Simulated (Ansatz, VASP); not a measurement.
# Two plane-wave programs on KI

File INCAR:

```
PREC = Accurate
ENCUT = 520
EDIFF = 1E-6
ISMEAR = 0
SIGMA = 0.01
LREAL = F
LASPH = T
NELM = 100
ALGO = Normal
ISIF = 2
LWAVE = F
LCHARG = F
GGA = PE
NBANDS = 24
```

Contents of KPOINTS:

```
Automatic mesh
0
Gamma
  6 6 4
```

File POSCAR:

```
KI
1.0
    2.4349036945     -4.2155156612      0.0000000000
    2.4349036945      4.2155156612      0.0000000000
    0.0000000000      0.0000000000      8.5021352604
K I
2 2
Direct
    0.5000000000      0.5000000000      0.5000000000
    0.5000000000      0.5000000000      0.0000000000
    0.8332197538      0.1667802462      0.2500000000
    0.1667802462      0.8332197538      0.7500000000
```

Input for Ansatz:

```yaml
crystal:
  lattice:
    - [2.4349036945, -4.2155156612, 0.0]
    - [2.4349036945, 4.2155156612, 0.0]
    - [0.0, 0.0, 8.5021352604]
  atoms:
    - { symbol: K, position: [0.5, 0.5, 0.5] }
    - { symbol: K, position: [0.5, 0.5, 0.0] }
    - { symbol: I, position: [0.8332197538, 0.1667802462, 0.25] }
    - { symbol: I, position: [0.1667802462, 0.8332197538, 0.75] }
kpoints:
  mp_grid: { grid: [6, 6, 4] }
hamiltonian:
  xc: pbe
scf:
  occupations: { method: fixed }
  n_extra_bands: 5
output:
  forces: true
  stress: true
  eigenvalues: true
```

Alike in both runs: task single point; functional PBE; k mesh 6 × 6 × 4; no spin polarisation.

|  | VASP | Ansatz |
| --- | --- | --- |
| version | VASP 6.6.1 | Ansatz 0.2.0 |
| potentials or method | VASP PAW PBE potentials, release 64 (K_sv, I) | plane waves, PAW |
| plane-wave cutoff (eV) | 520 | 420 |
| occupations | gaussian, width 0.01 eV | fixed |
| valence electrons in the cell | 32 | 52 |

```tsv
	VASP	Ansatz	Ansatz less VASP
gap on the k mesh at the Fermi level (eV)	3.91	3.92	+0.004
pressure (GPa)	0.8	0.8	-0.03
traceless stress, the component that is largest in VASP (GPa)	0.06	0.06	-0.003
```

VASP's potentials hold 32 valence electrons a cell and Ansatz's 52, so a difference there can come from the potentials and not from the codes.

Spin-orbit coupling is off throughout.
